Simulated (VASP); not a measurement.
A run of VASP 6.6.1 is set up as follows.

File INCAR:

```
PREC = Accurate ; ENCUT = 520
EDIFF = 1E-7 ; ISMEAR = 0
SIGMA = 0.15 ; LREAL = False
LASPH = True ; NELM = 80
ALGO = Fast ; ISIF = 2
LWAVE = False ; LCHARG = False
GGA = PE ; NBANDS = 12
```

The input KPOINTS:

```
regular mesh
0
Gamma
  28 28 28
```

POSCAR

```
Ag
1.0
    0.0000000000      2.3937913749      1.5559643937
    2.3937913749      0.0000000000      1.5559643937
    2.3937913749      2.3937913749      0.0000000000
Ag
1
Direct
    0.0000000000      0.0000000000      0.0000000000
```

Potentials or basis: VASP PAW PBE potentials, release 64 (Ag).

The run is started by

```bash
$ cat potpaw_PBE.64/Ag/POTCAR > POTCAR
$ mpirun -np 1 vasp_std > vasp.out
```

(1) What does it give for the band gap on the k mesh?

(2) What does it give for the pressure?

Answers

(1) zero (an odd number of electrons rules out a gap without spin polarisation).

(2) 0.7 GPa.
